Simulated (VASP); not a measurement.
# AlSe3 (I4/mmm) in VASP: notebook

Runs on AlSe3. Level: PBE. Tasks: single point, relaxation of cell and atoms.

Everything below comes from runs of VASP 6.6.1. Logs are shortened: lines on timing, memory, paths and dates and some standing lists are left out, and cuts for length are marked.

### 1 The cell of the first run

The structure is tetragonal, space group I4/mmm (No. 139). Conventional cell: a = 3.723 Å, b = 3.723 Å, c = 14.866 Å, α = 90.00°, β = 90.00°, γ = 90.00°. Al (site symmetry 4/mmm) has 4 Se at 2.63 Å within 3.5 Å. Se (site symmetry 4/mmm) has 4 Al at 2.63 Å within 3.5 Å. Within 3.5 Å of Se (site symmetry -4m2) lie 4 Se at 2.63 Å.

### 2 Single point, PBE

The input, INCAR:

```
SYSTEM = AlSe3
  PREC = Accurate
  ENCUT = 520
  EDIFF = 1E-7
  ISMEAR = 0
  SIGMA = 0.1
  LREAL = .FALSE.
  LASPH = .TRUE.
  NELM = 80
  ALGO = Normal
  ISIF = 2
  LWAVE = .FALSE.
  LCHARG = .TRUE.
  GGA = PE
  LELF = .TRUE.
  LVHAR = .TRUE.
  NBANDS = 18
```

The input, KPOINTS:

```
Automatic mesh
0
G
  6 6 6
  0 0 0
```

The input, POSCAR:

```
AlSe3
1.0
   -1.8613918145      1.8613918145      7.4327956570
    1.8613918145     -1.8613918145      7.4327956570
    1.8613918145      1.8613918145     -7.4327956570
Al Se
1 3
Direct
    0.0000000000      0.0000000000      0.0000000000
    0.5000000000      0.5000000000      0.0000000000
    0.2500000000      0.7500000000      0.5000000000
    0.7500000000      0.2500000000      0.5000000000
```

Potentials or basis: VASP PAW PBE potentials, release 64 (Al, Se).

Launch:

```sh
$ cat potpaw_PBE.64/Al/POTCAR potpaw_PBE.64/Se/POTCAR > POTCAR
$ mpirun -np 1 vasp_std > vasp.out
```

OUTCAR:

```text
SYSTEM = AlSe3
   PREC = Accurate
   ENCUT = 520
   EDIFF = 1E-7
   ISMEAR = 0
   LREAL = .FALSE.
   LASPH = .TRUE.
   NELM = 80
   ISIF = 2
   GGA = PE

 ion  position               nearest neighbor table
   1  0.000  0.000  0.000-   2 2.63   2 2.63   2 2.63   2 2.63
   2  0.500  0.500  0.000-   1 2.63   1 2.63   1 2.63   1 2.63
   3  0.250  0.750  0.500-   4 2.63   4 2.63   4 2.63   4 2.63
   4  0.750  0.250  0.500-   3 2.63   3 2.63   3 2.63   3 2.63

  LATTYP: Found a body centered tetragonal cell.
 ALAT       =     3.7227836290
 C/A-ratio  =     3.9931386821

  Lattice vectors:

 A1 = (  -1.8613918145,   1.8613918145,   7.4327956570)
 A2 = (   1.8613918145,  -1.8613918145,   7.4327956570)
 A3 = (   1.8613918145,   1.8613918145,  -7.4327956570)

Analysis of symmetry for initial positions (statically):
=====================================================================
 Subroutine PRICEL returns:
 Original cell was already a primitive cell.

 Routine SETGRP: Setting up the symmetry group for a
 body centered tetragonal supercell.

 Subroutine GETGRP returns: Found 16 space group operations
 (whereof 16 operations were pure point group operations)
 out of a pool of 16 trial point group operations.

The static configuration has the point symmetry D_4h.

Analysis of symmetry for dynamics (positions and initial velocities):
=====================================================================
 Subroutine PRICEL returns:
 Original cell was already a primitive cell.

 Routine SETGRP: Setting up the symmetry group for a
 body centered tetragonal supercell.

 Subroutine GETGRP returns: Found 16 space group operations
 (whereof 16 operations were pure point group operations)
 out of a pool of 16 trial point group operations.

The dynamic configuration has the point symmetry D_4h.

 Subroutine INISYM returns: Found 16 space group operations
 (whereof 16 operations are pure point group operations),
 and found     1 'primitive' translations

----------------------------------------------------------------------------------------

                                     Primitive cell

  volume of cell :     103.0120

  direct lattice vectors                    reciprocal lattice vectors
    -1.861391814  1.861391814  7.432795657     0.000000000  0.268616202  0.067269440
     1.861391814 -1.861391814  7.432795657     0.268616202  0.000000000  0.067269440
     1.861391814  1.861391814 -7.432795657     0.268616202  0.268616202  0.000000000

  length of vectors
[... 85 lines left out ...]
   NELM   =     80;   NELMIN=  2; NELMDL= -5     # of ELM steps
   EDIFF  = 0.1E-06   stopping-criterion for ELM
   LREAL  =      F    real-space projection
   EDIFFG = 0.1E-05   stopping-criterion for IOM
   NSW    =      0    number of steps for IOM
   IBRION =     -1    ionic relax: 0-MD 1-quasi-New 2-CG
   NFREE  =      0    steps in history (QN), initial steepest desc. (CG)
   ISIF   =      2    stress and relaxation
   ISYM   =      2    0-nonsym 1-usesym 2-fastsym
   POTIM  = 0.5000    time-step for ionic-motion
   TEBEG  =    0.0;   TEEND  =   0.0 temperature during run
   PSTRESS=    0.0 pullay stress
   NELECT =      21.0000    total number of electrons
   NUPDOWN=      -1.0000    fix difference up-down
   EMIN   =  10.00;   EMAX   =-10.00  energy-range for DOS
   EFERMI =   0.00;   METHOD = LEGACY
   ISMEAR =     0;   SIGMA  =   0.10  broadening in eV -4-tet -1-fermi 0-gaus
   EFERMI_NEDOS =   21; number of points for ismear=-14 and -15
   IALGO  =     38    algorithm
   IMIX   =      4    mixing-type and parameters
     AMIX     =   0.40;   BMIX     =  1.00
     AMIX_MAG =   1.60;   BMIX_MAG =  1.00
  volume/ion in A,a.u.               =      25.75       173.79
  Fermi-wavevector in a.u.,A,eV,Ry     =   0.963501  1.820752 12.630743  0.928333
  Thomas-Fermi vector in A             =   2.093051
   LORBIT       =      0    0 simple, 1 ext, 2 COOP (PROOUT), +10 PAW based schemes
   GGA     = PE    functional components
   LHFCALC =     F    Hartree Fock is set to
   AEXX    =    0.0000 exact exchange contribution
   IVDW    =     0    specifies the selected vdW correction
   LEPSILON=     F    determine dielectric tensor
   LRPA    =     F    only Hartree local field effects (RPA)
 non-spin polarized calculation
 Gauss-broadening in eV      SIGMA  =   0.10
  energy-cutoff  :      520.00
  volume of cell :      103.01
 maximum number of plane-waves:      2792
 NGX is ok and might be reduce to    60
   NGX = 29   NGY = 29   NGZ = 29

 number of electron      20.9999999 magnetization

 Free energy of the ion-electron system (eV)
  ---------------------------------------------------
  ext. energy  EPLUGINS =         0.00000000
  ---------------------------------------------------
  free energy    TOTEN  =       -14.32093610 eV

  energy without entropy =      -14.31295622  energy(sigma->0) =      -14.31694616

 E-fermi :   3.4582     XC(G=0):  -8.9332

 val. band max:        3.3532092545   @ k =  -0.3333   0.5000   0.3333
 cond. band min:       3.4858471415   @ k =  -0.1667   0.1667   0.0000
 fundamental gap:      0.1326378870
 Fermi energy:         3.4581657154

 k-point     1 :       0.0000    0.0000    0.0000
  band No.  band energies     occupation
      1     -12.2219      2.00000
      2     -10.3982      2.00000
      3      -5.9970      2.00000
      4      -1.5508      2.00000
      5      -0.9310      2.00000
      6      -0.9310      2.00000
[... 481 lines left out ...]
      5      -0.8738      2.00000
      6      -0.6373      2.00000
[... 10 lines left out ...]
     17       9.0231      0.00000
     18       9.4290      0.00000

 [... further k-points ...]
[... 5 lines left out ...]
  --------------------------------------------------------------------------------------
  -------------------------------------------------------------------------------------
  Total        0.0226674      0.0226674      0.0946180      0.0000000      0.0000000      0.0000000
  in kB        0.3525526      0.3525526      1.4716226      0.0000000      0.0000000      0.0000000
  external PRESSURE =       0.7255759 kB  Pullay stress =       0.0000000 kB

 VOLUME and BASIS-vectors are now :
 -----------------------------------------------------------------------------
  energy-cutoff  :      520.00
  volume of cell :      103.01
      direct lattice vectors                 reciprocal lattice vectors
    -1.861391814  1.861391814  7.432795657     0.000000000  0.268616202  0.067269440
     1.861391814 -1.861391814  7.432795657     0.268616202  0.000000000  0.067269440
     1.861391814  1.861391814 -7.432795657     0.268616202  0.268616202  0.000000000

 POSITION                                       TOTAL-FORCE (eV/Angst)
 -----------------------------------------------------------------------------------
      0.00000      0.00000      0.00000         0.000000     -0.000000     -0.000000
      0.00000      0.00000      7.43280         0.000000     -0.000000     -0.000000
      1.86139      0.00000      3.71640         0.000000     -0.000000     -0.000000
      0.00000      1.86139      3.71640        -0.000000      0.000000      0.000000
 -----------------------------------------------------------------------------------
    total drift:                               -0.000000      0.000000      0.000000

  FREE ENERGIE OF THE ION-ELECTRON SYSTEM (eV)
  ---------------------------------------------------
  free  energy   TOTEN  =       -14.3209361001 eV

  energy  without entropy=      -14.3129562248  energy(sigma->0) =      -14.31694616
```

OSZICAR:

```text
N       E                     dE             d eps       ncg     rms          rms(c)
DAV:   1     0.900259867195E+02    0.90026E+02   -0.78532E+03  1080   0.911E+02
DAV:   2    -0.766786832537E+01   -0.97694E+02   -0.94243E+02  1450   0.158E+02
DAV:   3    -0.145323539931E+02   -0.68645E+01   -0.67967E+01  1402   0.447E+01
DAV:   4    -0.146022103081E+02   -0.69856E-01   -0.69777E-01  1334   0.516E+00
DAV:   5    -0.146031829223E+02   -0.97261E-03   -0.97256E-03  1362   0.628E-01    0.651E+00
DAV:   6    -0.143523495265E+02    0.25083E+00   -0.29573E-01  1192   0.233E+00    0.396E+00
DAV:   7    -0.143253539652E+02    0.26996E-01   -0.22692E-01  1252   0.193E+00    0.864E-01
DAV:   8    -0.143209162954E+02    0.44377E-02   -0.32935E-02  1152   0.767E-01    0.134E-01
DAV:   9    -0.143208782797E+02    0.38016E-04   -0.22842E-03  1224   0.245E-01    0.633E-02
DAV:  10    -0.143209222081E+02   -0.43928E-04   -0.20237E-04  1242   0.716E-02    0.366E-02
DAV:  11    -0.143209353573E+02   -0.13149E-04   -0.56691E-05  1180   0.379E-02    0.113E-02
DAV:  12    -0.143209358168E+02   -0.45951E-06   -0.51786E-06  1280   0.117E-02    0.422E-03
DAV:  13    -0.143209361284E+02   -0.31161E-06   -0.70414E-07  1226   0.428E-03    0.122E-03
DAV:  14    -0.143209361001E+02    0.28310E-07   -0.93713E-08   958   0.142E-03
   1 F= -.14320936E+02 E0= -.14316946E+02  d E =-.797988E-02
```

It took 3.2 min on 1 thread of Intel Xeon Platinum 8259CL at 2.50GHz (Skylake/Cascade Lake), shared host; peak memory 0.47 GiB.

Results:

```yaml
Free_energy: -14.3209 eV
Pressure: 0.1 GPa
```

Stress tensor (GPa, compression positive):
```
0.04 0.00 0.00
0.00 0.04 0.00
0.00 0.00 0.15
```

Levels at points of the mesh, in eV from the Fermi level:
| k point | band 6 | band 7 | band 8 | band 9 | band 10 | band 11 | band 12 | band 13 | band 14 | band 15 |
| --- | --- | --- | --- | --- | --- | --- | --- | --- | --- | --- |
| (0.00, 0.00, 0.00) | -4.39 | -2.72 | -2.72 | -2.13 | -1.83 | 0.94 | 3.54 | 3.75 | 3.80 | 3.80 |
| (0.50, 0.00, 0.00) | -2.32 | -1.90 | -1.76 | -1.70 | -1.39 | -1.05 | -0.97 | 1.41 | 2.59 | 3.01 |
| (0.50, 0.50, 0.00) | -5.42 | -5.37 | -3.20 | -1.57 | -1.44 | -1.38 | 2.35 | 4.53 | 5.03 | 5.52 |
| (0.50, 0.50, 0.50) | -4.38 | -3.36 | -2.70 | -2.70 | -1.56 | 1.00 | 3.58 | 3.73 | 3.80 | 3.80 |

Caveat: the k points lie up to 0.40 Å⁻¹ apart.

(Continued in part 2 of 2.)
